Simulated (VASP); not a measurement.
Here is a VASP 6.6.1 calculation.

INCAR

```
SYSTEM = In
ALGO = Normal
EDIFF = 1E-6
ENCUT = 520
GGA = CA
ISIF = 2
ISMEAR = -1
LASPH = .True.
LCHARG = .True.
LELF = .True.
LREAL = .False.
LVHAR = .True.
LWAVE = .False.
NBANDS = 20
NELM = 60
PREC = Accurate
SIGMA = 0.1
```

KPOINTS

```
k-points
0
Gamma
  14 14 14
  0 0 0
```

File POSCAR:

```
In
1.0
   -2.8934687795      2.8934687795      1.5156436073
    2.8934687795     -2.8934687795      1.5156436073
    2.8934687795      2.8934687795     -1.5156436073
In
2
Direct
   -0.3750000000     -0.1250000000     -0.2500000000
    0.3750000000      0.1250000000      0.2500000000
```

Potentials or basis: VASP PAW LDA potentials, release 64 (In_d).

Launch:

```sh
$ cat potpaw_LDA.64/In_d/POTCAR > POTCAR
$ mpirun -np 1 vasp_std > vasp.out
```

(1) Estimate the pressure.

(2) Estimate the band gap on the k mesh.

Results:

(1) 0.4 GPa.

(2) zero (bands 13 and 14 overlap by 6.42 eV).

Caveat: spin-orbit coupling is left out, which moves the levels of the heavy elements.
